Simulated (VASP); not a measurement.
# Si4P (Im-3m) in VASP: notebook

Runs on Si4P. Level: PBE. Tasks: relaxation of cell and atoms, single point.

All numbers are computed with VASP 6.6.1; they aren't measurements. Logs are shortened: lines on timing, memory, paths and dates and some standing lists are left out, and cuts for length are marked.

## 1. The cell of the first run

The structure is cubic, space group Im-3m (No. 229). Conventional cell: a = 5.372 Å, b = 5.372 Å, c = 5.372 Å, α = 90.00°, β = 90.00°, γ = 90.00°. Si (site symmetry -3m) has 2 P at 2.33 Å and 6 Si at 2.69 Å within 3.1 Å. P (site symmetry m-3m) has 8 Si at 2.33 Å within 3.1 Å.

The cell was built from a structure type or drawn by symmetry, and may not be a known phase.

## 2. Relaxation of cell and atoms, PBE

File INCAR:

```
PREC     = Accurate       # precision mode
ENCUT    = 600            # plane-wave cutoff, eV
EDIFF    = 1E-6           # SCF threshold, eV
ISMEAR   = 0              # smearing method
SIGMA    = 0.1            # smearing width, eV
LREAL    = False          # projectors in reciprocal space
LASPH    = True           # aspherical terms in the spheres
NELM     = 100            # most SCF steps
ALGO     = Normal         # electronic algorithm
ISIF     = 3              # what is computed and relaxed
LWAVE    = False          # write WAVECAR
LCHARG   = False          # write CHGCAR
GGA      = PE             # functional
IBRION   = 2              # ionic algorithm
NSW      = 90             # ionic steps
EDIFFG   = -0.04          # ionic threshold
```

File KPOINTS:

```
Automatic mesh
0
Gamma
  4 4 4
```

File POSCAR:

```
Si4P
1.0
   -2.6860151500      2.6860151500      2.6860151500
    2.6860151500     -2.6860151500      2.6860151500
    2.6860151500      2.6860151500     -2.6860151500
Si P
4 1
Direct
    0.5000000000      0.5000000000      0.5000000000
    0.5000000000      0.0000000000      0.0000000000
    0.0000000000      0.0000000000      0.5000000000
    0.0000000000      0.5000000000      0.0000000000
    0.0000000000      0.0000000000      0.0000000000
```

Potentials or basis: VASP PAW PBE potentials, release 64 (Si, P).

Run with:

```console
$ cat potpaw_PBE.64/Si/POTCAR potpaw_PBE.64/P/POTCAR > POTCAR
$ mpirun -np 1 vasp_std > vasp.out
```

OUTCAR:

```text
PREC = Accurate
   ENCUT = 600
   EDIFF = 1E-6
   ISMEAR = 0
   LREAL = False
   LASPH = True
   NELM = 100
   ISIF = 3
   GGA = PE
   IBRION = 2
   NSW = 90
   EDIFFG = -0.04

 ion  position               nearest neighbor table
   1  0.500  0.500  0.500-   5 2.33   5 2.33   4 2.69   2 2.69   2 2.69   4 2.69   3 2.69   3 2.69

   2  0.500  0.000  0.000-   5 2.33   5 2.33   4 2.69   1 2.69   1 2.69   3 2.69   3 2.69   4 2.69

   3  0.000  0.000  0.500-   5 2.33   5 2.33   4 2.69   1 2.69   2 2.69   4 2.69   2 2.69   1 2.69

   4  0.000  0.500  0.000-   5 2.33   5 2.33   3 2.69   1 2.69   2 2.69   3 2.69   1 2.69   2 2.69

   5  0.000  0.000  0.000-   1 2.33   2 2.33   3 2.33   4 2.33   3 2.33   4 2.33   2 2.33   1 2.33

  LATTYP: Found a body centered cubic cell.
 ALAT       =     5.3720303000

  Lattice vectors:

 A1 = (  -2.6860151500,   2.6860151500,   2.6860151500)
 A2 = (   2.6860151500,  -2.6860151500,   2.6860151500)
 A3 = (   2.6860151500,   2.6860151500,  -2.6860151500)

Analysis of symmetry for initial positions (statically):
=====================================================================
 Subroutine PRICEL returns:
 Original cell was already a primitive cell.

 Routine SETGRP: Setting up the symmetry group for a
 body centered cubic supercell.

 Subroutine GETGRP returns: Found 48 space group operations
 (whereof 48 operations were pure point group operations)
 out of a pool of 48 trial point group operations.

The static configuration has the point symmetry O_h .

Analysis of symmetry for dynamics (positions and initial velocities):
=====================================================================
 Subroutine PRICEL returns:
 Original cell was already a primitive cell.

 Routine SETGRP: Setting up the symmetry group for a
 body centered cubic supercell.

 Subroutine GETGRP returns: Found 48 space group operations
 (whereof 48 operations were pure point group operations)
 out of a pool of 48 trial point group operations.

The dynamic configuration has the point symmetry O_h .

 Subroutine INISYM returns: Found 48 space group operations
 (whereof 48 operations are pure point group operations),
 and found     1 'primitive' translations

----------------------------------------------------------------------------------------

                                     Primitive cell

  volume of cell :      77.5149

  direct lattice vectors                    reciprocal lattice vectors
    -2.686015150  2.686015150  2.686015150     0.000000000  0.186149360  0.186149360
     2.686015150 -2.686015150  2.686015150     0.186149360  0.000000000  0.186149360
     2.686015150  2.686015150 -2.686015150     0.186149360  0.186149360  0.000000000

  length of vectors
     4.652314710  4.652314710  4.652314710     0.263254949  0.263254949  0.263254949

  position of ions in fractional coordinates (direct lattice)
     0.500000000  0.500000000  0.500000000
     0.500000000  0.000000000  0.000000000
     0.000000000  0.000000000  0.500000000
     0.000000000  0.500000000  0.000000000
     0.000000000  0.000000000  0.000000000

  ion indices of the primitive-cell ions
   primitive index   ion index
                 1           1
                 2           2
                 3           3
                 4           4
                 5           5

----------------------------------------------------------------------------------------

 KPOINTS: Automatic mesh

Automatic generation of k-mesh.
 Grid dimensions read from file:
 generate k-points for:    4    4    4

 Generating k-lattice:

  Cartesian coordinates                     Fractional coordinates (reciprocal lattice)
     0.000000000  0.046537340  0.046537340     0.250000000  0.000000000  0.000000000
     0.046537340  0.000000000  0.046537340     0.000000000  0.250000000  0.000000000
     0.046537340  0.046537340  0.000000000     0.000000000  0.000000000  0.250000000

  Length of vectors
     0.065813737  0.065813737  0.065813737

  Shift w.r.t. Gamma in fractional coordinates (k-lattice)
     0.000000000  0.000000000  0.000000000

 Subroutine IBZKPT returns following result:
 ===========================================

 Found      8 irreducible k-points:

 Following reciprocal coordinates:
            Coordinates               Weight
  0.000000  0.000000  0.000000      1.000000
  0.250000  0.000000  0.000000     12.000000
  0.500000  0.000000  0.000000      6.000000
  0.250000  0.250000  0.000000     24.000000
  0.250000  0.250000  0.250000      2.000000
 -0.250000  0.250000  0.250000      6.000000
  0.500000  0.500000  0.250000     12.000000
  0.500000  0.500000  0.500000      1.000000
   k-points           NKPTS =      8   k-points in BZ     NKDIM =      8   number of bands    NBANDS=     14
   number of dos      NEDOS =    301   number of ions     NIONS =      5
   total plane-waves  NPLWV =  64000
   dimension x,y,z NGX =    40 NGY =   40 NGZ =   40
   dimension x,y,z NGXF=    80 NGYF=   80 NGZF=   80
   ions per type =               4   1
   NGX,Y,Z   is equivalent  to a cutoff of  14.29, 14.29, 14.29 a.u.
   NGXF,Y,Z  is equivalent  to a cutoff of  28.59, 28.59, 28.59 a.u.
 SYSTEM =  unknown system
   PREC   = accura    normal or accurate (medium, high low for compatibility)
   ISTART =      0    job   : 0-new  1-cont  2-samecut
   ICHARG =      2    charge: 1-file 2-atom 10-const
   ISPIN  =      1    spin polarized calculation?
   LNONCOLLINEAR =      F non collinear calculations
   LSORBIT =      F    spin-orbit coupling
   LASPH  =      T    aspherical Exc in radial PAW
   ENCUT  =  600.0 eV  44.10 Ry    6.64 a.u.   9.29  9.29  9.29*2*pi/ulx,y,z
   NELM   =    100;   NELMIN=  2; NELMDL= -5     # of ELM steps
   EDIFF  = 0.1E-05   stopping-criterion for ELM
   LREAL  =      F    real-space projection
   EDIFFG = -.4E-01   stopping-criterion for IOM
   NSW    =     90    number of steps for IOM
   IBRION =      2    ionic relax: 0-MD 1-quasi-New 2-CG
   NFREE  =      1    steps in history (QN), initial steepest desc. (CG)
   ISIF   =      3    stress and relaxation
   ISYM   =      2    0-nonsym 1-usesym 2-fastsym
   POTIM  = 0.5000    time-step for ionic-motion
   TEBEG  =    0.0;   TEEND  =   0.0 temperature during run
   PSTRESS=    0.0 pullay stress
   NELECT =      21.0000    total number of electrons
   NUPDOWN=      -1.0000    fix difference up-down
   EMIN   =  10.00;   EMAX   =-10.00  energy-range for DOS
   EFERMI =   0.00;   METHOD = LEGACY
   ISMEAR =     0;   SIGMA  =   0.10  broadening in eV -4-tet -1-fermi 0-gaus
   EFERMI_NEDOS =   21; number of points for ismear=-14 and -15
   IALGO  =     38    algorithm
   IMIX   =      4    mixing-type and parameters
     AMIX     =   0.40;   BMIX     =  1.00
     AMIX_MAG =   1.60;   BMIX_MAG =  1.00
  volume/ion in A,a.u.               =      15.50       104.62
  Fermi-wavevector in a.u.,A,eV,Ry     =   1.059301  2.001789 15.267357  1.122119
  Thomas-Fermi vector in A             =   2.194642
   LORBIT       =      0    0 simple, 1 ext, 2 COOP (PROOUT), +10 PAW based schemes
   GGA     = PE    functional components
   LHFCALC =     F    Hartree Fock is set to
   AEXX    =    0.0000 exact exchange contribution
   IVDW    =     0    specifies the selected vdW correction
   LEPSILON=     F    determine dielectric tensor
   LRPA    =     F    only Hartree local field effects (RPA)
 conjugate gradient relaxation of ions
 non-spin polarized calculation
 Gauss-broadening in eV      SIGMA  =   0.10
  energy-cutoff  :      600.00
  volume of cell :       77.51
 maximum number of plane-waves:      2616
 NGX is ok and might be reduce to    40
   NGX = 19   NGY = 19   NGZ = 19

--------------------------------------- Ionic step        1  -------------------------------------------

 number of electron      21.0000000 magnetization

 Free energy of the ion-electron system (eV)
  ---------------------------------------------------
  ext. energy  EPLUGINS =         0.00000000
  ---------------------------------------------------
  free energy    TOTEN  =       -23.12350837 eV

  energy without entropy =      -23.09439345  energy(sigma->0) =      -23.10895091

------------------------ aborting loop because EDIFF is reached ----------------------------------------

  FORCE on cell =-STRESS in cart. coord.  units (eV):
  Direction    XX          YY          ZZ          XY          YZ          ZX
  --------------------------------------------------------------------------------------
  -------------------------------------------------------------------------------------
  Total        2.5529341      2.5529341      2.5529341      0.0000000      0.0000000      0.0000000
  in kB       52.7672940     52.7672940     52.7672940      0.0000000      0.0000000      0.0000000
  external PRESSURE =      52.7672940 kB  Pullay stress =       0.0000000 kB

 VOLUME and BASIS-vectors are now :
 -----------------------------------------------------------------------------
  energy-cutoff  :      600.00
  volume of cell :       77.51
      direct lattice vectors                 reciprocal lattice vectors
    -2.686015150  2.686015150  2.686015150     0.000000000  0.186149360  0.186149360
     2.686015150 -2.686015150  2.686015150     0.186149360  0.000000000  0.186149360
     2.686015150  2.686015150 -2.686015150     0.186149360  0.186149360  0.000000000
[... 40 lines left out ...]
 POSITION                                       TOTAL-FORCE (eV/Angst)
 -----------------------------------------------------------------------------------
      1.37609      1.37609      1.37609        -0.000000      0.000000      0.000000
      1.37609      4.12827     -1.37609         0.000000     -0.000000      0.000000
      1.37609      1.37609     -1.37609         0.000000     -0.000000     -0.000000
     -1.37609      1.37609      4.12827        -0.000000      0.000000     -0.000000
     -2.75218      2.75218      2.75218         0.000000     -0.000000      0.000000
 -----------------------------------------------------------------------------------
    total drift:                               -0.000000     -0.000000      0.000000

  FREE ENERGIE OF THE ION-ELECTRON SYSTEM (eV)
  ---------------------------------------------------
  free  energy   TOTEN  =       -23.2195518629 eV

  energy  without entropy=      -23.1869785136  energy(sigma->0) =      -23.20326519

--------------------------------------- Ionic step        3  -------------------------------------------

 number of electron      20.9999999 magnetization

 Free energy of the ion-electron system (eV)
  ---------------------------------------------------
  ext. energy  EPLUGINS =         0.00000000
  ---------------------------------------------------
  free energy    TOTEN  =       -23.22498092 eV

  energy without entropy =      -23.19892230  energy(sigma->0) =      -23.21195161

 E-fermi :   8.1348     XC(G=0): -10.3818

 val. band max:        8.0890702632   @ k =   0.5000   0.5000   0.2500
 cond. band min:       8.2243910554   @ k =   0.2500   0.2500   0.0000
 fundamental gap:      0.1353207922
 Fermi energy:         8.1348013592

 k-point     1 :       0.0000    0.0000    0.0000
  band No.  band energies     occupation
      1      -6.9646      2.00000
      2       1.0504      2.00000
      3       1.0504      2.00000
      4       1.0504      2.00000
      5       1.4256      2.00000
      6       2.5440      2.00000
      7       2.5440      2.00000
      8       2.5440      2.00000
      9       5.1949      2.00000
     10       5.1949      2.00000
     11       5.1949      2.00000
     12       9.0336      0.00000
     13       9.0336      0.00000
     14      11.7711      0.00000

 k-point     2 :       0.2500    0.0000    0.0000
  band No.  band energies     occupation
      1      -6.5832      2.00000
      2      -1.4271      2.00000
      3       0.0013      2.00000
      4       1.0785      2.00000
      5       1.6571      2.00000
      6       1.7948      2.00000
      7       4.4799      2.00000
      8       4.6318      2.00000
      9       5.2287      2.00000
     10       5.8830      2.00000
[... 126 lines left out ...]
 POSITION                                       TOTAL-FORCE (eV/Angst)
 -----------------------------------------------------------------------------------
      1.38384      1.38384      1.38384         0.000000      0.000000      0.000000
     -1.38384      1.38384      1.38384         0.000000      0.000000      0.000000
      1.38384      1.38384     -1.38384        -0.000000      0.000000     -0.000000
      1.38384     -1.38384      1.38384         0.000000     -0.000000      0.000000
      0.00000      0.00000     -0.00000         0.000000     -0.000000     -0.000000
 -----------------------------------------------------------------------------------
    total drift:                               -0.000000     -0.000000      0.000000

  FREE ENERGIE OF THE ION-ELECTRON SYSTEM (eV)
  ---------------------------------------------------
  free  energy   TOTEN  =       -23.2249809218 eV

  energy  without entropy=      -23.1989222990  energy(sigma->0) =      -23.21195161

 reached required accuracy - stopping structural energy minimisation
```

Wall time 29 s (1 thread of Intel Xeon Platinum 8259CL at 2.50GHz (Skylake/Cascade Lake), shared host); peak memory 0.23 GiB.

What came out:

- Free energy: -23.2250 eV
- Relaxed volume: 16.96 Å³/atom
- Relaxed cell: a = 4.794 Å, b = 4.794 Å, c = 4.794 Å, α = 109.47°, β = 109.47°, γ = 109.47°
- Space group after relaxing (to 0.1 Å): Im-3m (No. 229)
- Energy gained by relaxing: 20.3 meV/atom
- Ionic steps: 3
- Pressure after relaxing: 0.3 GPa
- Band gap on the k mesh: zero (an odd number of electrons rules out a gap without spin polarisation)

The path:
```
step  energy change (eV)  largest force (eV/Å)  pressure (GPa)  volume (Å³)
   1              0.0000                0.0000            5.28        77.51
   2             -0.0960                0.0000            0.93        83.39
   3             -0.1015                0.0000            0.25        84.80
```

Final structure:
```cif
data_structure
_symmetry_space_group_name_H-M 'P 1'
_symmetry_Int_Tables_number 1
_cell_length_a 4.7938
_cell_length_b 4.7938
_cell_length_c 4.7938
_cell_angle_alpha 109.471
_cell_angle_beta 109.471
_cell_angle_gamma 109.471
_cell_volume 84.80
loop_
_atom_site_label
_atom_site_type_symbol
_atom_site_fract_x
_atom_site_fract_y
_atom_site_fract_z
_atom_site_occupancy
Si1 Si 0.50000 0.50000 0.50000 1
Si2 Si 0.50000 0.00000 0.00000 1
Si3 Si 0.00000 0.00000 0.50000 1
Si4 Si 0.00000 0.50000 0.00000 1
P1 P 0.00000 0.00000 0.00000 1
```

Caveat: the k points lie up to 0.40 Å⁻¹ apart in the final cell, too coarse for converged energies and pressures of a metal.

## 3. Single point, PBE

This run uses another cell than the first one, of 16.94 Å³/atom.

File INCAR:

```
ALGO = Normal ; EDIFF = 1E-6
ENCUT = 520 ; GGA = PE
ISIF = 2 ; ISMEAR = 0
LASPH = T ; LCHARG = T
LELF = T ; LREAL = F
LVHAR = T ; LWAVE = F
NBANDS = 18 ; NELM = 100
PREC = Accurate ; SIGMA = 0.1
```

File KPOINTS:

```
k-points
0
Gamma
  10 10 10
```

POSCAR, as its differences from that of step 2:

```diff
@@ -2,5 +2,5 @@
 1.0
-   -2.6860151500      2.6860151500      2.6860151500
-    2.6860151500     -2.6860151500      2.6860151500
-    2.6860151500      2.6860151500     -2.6860151500
+   -2.7665757207      2.7665757207      2.7665757207
+    2.7665757207     -2.7665757207      2.7665757207
+    2.7665757207      2.7665757207     -2.7665757207
 Si P
```

Potentials or basis: VASP PAW PBE potentials, release 64 (Si, P).

Run with:

```console
$ cat potpaw_PBE.64/Si/POTCAR potpaw_PBE.64/P/POTCAR > POTCAR
$ mpirun -np 1 vasp_std > vasp.out
```

It took 48 s on 1 thread of Intel Xeon Platinum 8259CL at 2.50GHz (Skylake/Cascade Lake), shared host; peak memory 0.22 GiB.

Results (log left out):

- Free energy: -23.8031 eV
- Pressure: -0.1 GPa
- Band gap on the k mesh: zero (an odd number of electrons rules out a gap without spin polarisation)

Levels at points of the mesh, in eV from the Fermi level:
```csv
k point,band 7,band 8,band 9,band 10,band 11,band 12,band 13,band 14,band 15,band 16
"(0.00, 0.00, 0.00)",-5.35,-5.35,-2.70,-2.70,-2.70,1.13,1.13,3.88,3.88,3.88
"(0.50, 0.00, 0.00)",-2.05,-1.74,-1.03,-0.93,0.01,0.62,1.45,1.60,1.84,3.78
"(0.50, 0.50, 0.50)",-1.35,-1.35,-1.35,-0.38,0.01,0.01,0.01,3.30,6.10,6.10
```

## 4. Relaxation of cell and atoms, PBE

This run uses another cell than the first one, of 17.12 Å³/atom.

File INCAR:

```
SYSTEM = Si4P
PREC = Accurate ; ENCUT = 600
EDIFF = 1E-6 ; ISMEAR = 0
SIGMA = 0.1 ; LREAL = .FALSE.
LASPH = .TRUE. ; NELM = 80
ALGO = Normal ; ISIF = 3
LWAVE = .FALSE. ; LCHARG = .FALSE.
GGA = PE ; IBRION = 2
NSW = 100 ; EDIFFG = -0.01
```

File KPOINTS:

```
Automatic mesh
0
G
  10 10 10
  0 0 0
```

POSCAR, as its differences from that of step 3:

```diff
@@ -2,5 +2,5 @@
 1.0
-   -2.7665757207      2.7665757207      2.7665757207
-    2.7665757207     -2.7665757207      2.7665757207
-    2.7665757207      2.7665757207     -2.7665757207
+   -2.7761858659      2.7761858659      2.7761858659
+    2.7761858659     -2.7761858659      2.7761858659
+    2.7761858659      2.7761858659     -2.7761858659
 Si P
```

Run with:

```console
$ cat potpaw_PBE.64/Si/POTCAR potpaw_PBE.64/P/POTCAR > POTCAR
$ mpirun -np 1 vasp_std > vasp.out
```

It took 83 s on 1 thread of Intel Xeon Platinum 8259CL at 2.50GHz (Skylake/Cascade Lake), shared host; peak memory 0.27 GiB.

It converged, with:

```yaml
Free_energy: -23.8036 eV
Relaxed_volume: 16.91 Å³/atom
Relaxed_cell: a = 4.789 Å, b = 4.789 Å, c = 4.789 Å, α = 109.47°, β = 109.47°, γ = 109.47°
Space_group_after_relaxing_to_0.1_Å: Im-3m (No. 229)
Energy_gained_by_relaxing: 0.5 meV/atom
Ionic_steps: 2
Pressure_after_relaxing: 0.1 GPa
Band_gap_on_the_k_mesh: zero (an odd number of electrons rules out a gap without spin polarisation)
```

The path:
```tsv
step	energy change (eV)	largest force (eV/Å)	pressure (GPa)	volume (Å³)
1	0.0000	0.0000	-0.79	85.59
2	-0.0025	0.0000	0.05	84.54
```

Final structure:
```
Si P
1.0
    -2.76487    2.76487    2.76487
     2.76487   -2.76487    2.76487
     2.76487    2.76487   -2.76487
Si P
4 1
Direct
  0.50000 0.50000 0.50000
  0.50000 0.00000 0.00000
  0.00000 0.00000 0.50000
  0.00000 0.50000 0.00000
  0.00000 0.00000 0.00000
```

Levels at points of the mesh, in eV from the Fermi level:
| k point | band 8 | band 9 | band 10 | band 11 | band 12 | band 13 | band 14 |
| --- | --- | --- | --- | --- | --- | --- | --- |
| (0.00, 0.00, 0.00) | -5.35 | -2.70 | -2.70 | -2.70 | 1.12 | 1.12 | 3.88 |
| (0.50, 0.00, 0.00) | -1.74 | -1.04 | -0.94 | 0.00 | 0.63 | 1.45 | 1.60 |
| (0.50, 0.50, 0.50) | -1.36 | -1.36 | -0.36 | 0.01 | 0.01 | 0.01 | 3.31 |

## 5. Summary

```tsv
task	cell	k mesh	cutoff (eV)	gap on the mesh (eV)	pressure (GPa)	relaxed volume (Å³/atom)
relaxation of cell and atoms	relaxed from a = 4.652 Å, angles 109.5°, 5 atoms	4 × 4 × 4	600	none	0.3	16.96
single point	a = 4.792 Å, angles 109.5°, 5 atoms	10 × 10 × 10	520	none	-0.1	-
relaxation of cell and atoms	relaxed from a = 4.808 Å, angles 109.5°, 5 atoms	10 × 10 × 10	600	none	0.1	16.91
```

Alike in all rows: level PBE; potentials or basis VASP PAW PBE potentials, release 64 (Si, P); no spin polarisation; smearing gaussian 0.1 eV.

Caveats: some runs use coarse meshes.

Absolute energies hang on the potentials; compare differences alone.
